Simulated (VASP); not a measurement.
Wanted: the native input for a VASP 6.6.1 run.

```yaml
Task: single point
Functional: PBEsol
Potentials_or_basis: VASP PAW PBE potentials, release 64 (Hf_pv)
Cutoff: 520 eV
k_mesh: 18 × 18 × 10
Occupations: gaussian, width 0.05 eV
Spin: no spin polarisation
Dipole_correction: no
Further_INCAR_settings: ALGO = Normal; EDIFF = 1e-07; NBANDS = 17
```

The structure of Hf lies in POSCAR:

```
Hf
1.0
    2.7328775032      0.0000000000      0.0000000000
   -1.3664387516      2.3667413432      0.0000000000
    0.0000000000      0.0000000000      4.5423002127
Hf
2
Direct
    0.3333333333      0.6666666667      0.2500000000
    0.6666666667      0.3333333333      0.7500000000
```

This cell differs from its parent crystal: volume scaled by 0.680.

The input as run:

INCAR

```
SYSTEM = Hf
PREC = Accurate ; ENCUT = 520
EDIFF = 1E-7 ; ISMEAR = 0
SIGMA = 0.05 ; LREAL = .False.
LASPH = .True. ; NELM = 100
ALGO = Normal ; ISIF = 2
LWAVE = .False. ; LCHARG = .False.
GGA = PS ; NBANDS = 17
```

KPOINTS

```
Automatic mesh
0
Gamma
  18 18 10
  0 0 0
```

Potentials or basis: VASP PAW PBE potentials, release 64 (Hf_pv).

Launch:

```console
$ cat potpaw_PBE.64/Hf_pv/POTCAR > POTCAR
$ mpirun -np 1 vasp_std > vasp.out
```

It gave:

```json
{
 "Pressure": "81.7 GPa",
 "Band gap on the k mesh": "zero (band 10 reaches 9.72 eV, above the bottom of band 11 at 7.64 eV)"
}
```

Caveat: the PAW data sets were made with another functional, which shifts forces and pressure a little; spin-orbit coupling is left out, which moves the levels of the heavy elements.

Run time: 38 s on 1 thread of Intel(R) Xeon(R) 6975P-C (Granite Rapids), with other jobs on the host, peak memory 0.21 GiB.
